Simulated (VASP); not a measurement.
A run of VASP 6.6.1:

The input INCAR:

```
PREC     = Accurate       # precision mode
ENCUT    = 500            # plane-wave cutoff, eV
EDIFF    = 1E-6           # SCF threshold, eV
ISMEAR   = 0              # smearing method
SIGMA    = 0.15           # smearing width, eV
LREAL    = False          # projectors in reciprocal space
LASPH    = True           # aspherical terms in the spheres
NELM     = 120            # most SCF steps
ALGO     = Normal         # electronic algorithm
ISIF     = 2              # what is computed and relaxed
LWAVE    = False          # write WAVECAR
LCHARG   = True           # write CHGCAR
LELF     = True           # ELF
LVHAR    = True         
NBANDS   = 21             # bands
GGA_COMPAT= False
```

File KPOINTS:

```
regular mesh
0
Gamma
  25 25 5
```

The input POSCAR:

```
Si
1.0
   -2.6510666862      0.0000000000      0.0000000000
   -1.3255333431     -2.2958910974      0.0000000000
    0.0000000000      0.0000000000     13.4752272404
Si
6
Direct
    0.3333333333      0.3333333333      0.9268874284
    0.3333333333      0.3333333333      0.2527997366
    0.3333333333      0.3333333333      0.5898435825
    0.6666666667      0.6666666667      0.0842778137
    0.6666666667      0.6666666667      0.4213216596
    0.6666666667      0.6666666667      0.7583655055
```

Potentials or basis: VASP PAW LDA potentials, release 64 (Si).

Run with:

```bash
$ cat potpaw_LDA.64/Si/POTCAR > POTCAR
$ mpirun -np 1 vasp_std > vasp.out
```

Hardware: 1 thread of Oxide Virtual Turin-like Processor, on a shared host.

Problem. Estimate the wall time of this run.

Solution. It took 20 min on 1 thread of Oxide Virtual Turin-like Processor, with other jobs on the host, peak memory 0.37 GiB. Counts: scf iterations 20, k points 299.
